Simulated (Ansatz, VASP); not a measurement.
## LiH: VASP beside Ansatz

Contents of POSCAR:

```
LiH
1.0
    0.0000000000      2.0388484488      2.0029948411
    2.0388484488      0.0000000000      2.0029948411
    2.0388484488      2.0388484488      0.0000000000
Li H
1 1
Direct
    0.0000000000      0.0000000000      0.0000000000
    0.5000000000      0.5000000000      0.5000000000
```

The input INCAR.step1:

```
  PREC = Accurate
  ENCUT = 520
  EDIFF = 1E-5
  ISMEAR = 0
  SIGMA = 0.01
  LREAL = F
  LASPH = T
  NELM = 80
  ALGO = Normal
  ISIF = 2
  LWAVE = T
  LCHARG = F
  GGA = PE
  NBANDS = 9
```

Contents of INCAR.step2:

```
  PREC = Accurate
  ENCUT = 520
  EDIFF = 1E-6
  ISMEAR = 0
  SIGMA = 0.01
  LREAL = F
  LASPH = T
  NELM = 80
  ALGO = Normal
  ISIF = 2
  LWAVE = F
  LCHARG = F
  GGA = PE
  LHFCALC = T
  HFSCREEN = 0.2079
  PRECFOCK = Normal
  ISTART = 1
  NBANDS = 9
```

KPOINTS

```
Automatic mesh
0
Gamma
  8 8 8
```

Input for Ansatz:

```yaml
crystal:
  lattice:
    - [0.0, 2.0388484488, 2.0029948411]
    - [2.0388484488, 0.0, 2.0029948411]
    - [2.0388484488, 2.0388484488, 0.0]
  atoms:
    - { symbol: Li, position: [0.0, 0.0, 0.0] }
    - { symbol: H, position: [0.5, 0.5, 0.5] }
kpoints:
  mp_grid: { grid: [8, 8, 8] }
  band_path:
    path:
      - [0.0, 0.0, 0.0]
      - [0.5, 0.0, 0.5]
      - [0.625, 0.25, 0.625]
      - [0.375, 0.375, 0.75]
      - [0.5, 0.5, 0.5]
      - [0.5, 0.25, 0.75]
    npoints: 1
hamiltonian:
  xc: hse06
scf:
  occupations: { method: fixed }
  n_extra_bands: 4
output:
  forces: true
  stress: true
  eigenvalues: true
```

Change from the starting cell: biaxial_xy strain +1.8%.

Alike in both runs: task single point; functional HSE06; k mesh 8 × 8 × 8; no spin polarisation.

```csv
,VASP,Ansatz
version,VASP 6.6.1,Ansatz 0.2.0
potentials or method,"VASP PAW PBE potentials, release 64 (Li_sv, H)","plane waves, PAW"
plane-wave cutoff (eV),520,420
occupations,"gaussian, width 0.01 eV",fixed
valence electrons in the cell,4,4
```

```tsv
	VASP	Ansatz	Ansatz less VASP
gap on the k mesh at the Fermi level (eV)	3.81	3.81	+0.003
```

Ansatz's warnings: stress exchange threshold loose, stress scf threshold loose.

Noted on VASP's run: the cutoff is under 1.25 times that of the potentials, so the pressure is a little rough.
